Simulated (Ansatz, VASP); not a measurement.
## One calculation of SiNi2, two programs

```
Si Ni
1.0
     3.86846    0.00000    0.00000
    -1.93423    3.35019    0.00000
     0.00000    0.00000    4.91699
Si Ni
2 4
Direct
  0.33333 0.66667 0.75000
  0.66667 0.33333 0.25000
  0.00000 0.00000 0.00000
  0.00000 0.00000 0.50000
  0.33333 0.66667 0.25000
  0.66667 0.33333 0.75000
```

Alike in both runs: task single point; functional PBEsol; k mesh 12 × 12 × 10; occupations gaussian, width 0.15 eV; no spin polarisation.

|  | VASP | Ansatz |
| --- | --- | --- |
| version | VASP 6.6.1 | Ansatz 0.2.0 |
| potentials or method | VASP PAW PBE potentials, release 64 (Si, Ni), cutoff 520 eV | scalar-relativistic, plane waves, PAW |
| valence electrons in the cell | 48 | 80 |

Ansatz gave:

```
gap on the k mesh at the Fermi level (eV)                     : none
pressure (GPa)                                                : 0.0
traceless stress, the component that is largest in VASP (GPa) : 0.00
```

What did VASP give for the same quantities?

gap on the k mesh at the Fermi level (eV): none; pressure (GPa): 0.2; traceless stress, the component that is largest in VASP (GPa): -0.16.

VASP's potentials were made for PBE, not for PBEsol. A gap of «none» marks a metal or a gap that the smearing closes. VASP's potentials hold 48 valence electrons a cell and Ansatz's 80, so a difference there can come from the potentials and not from the codes.
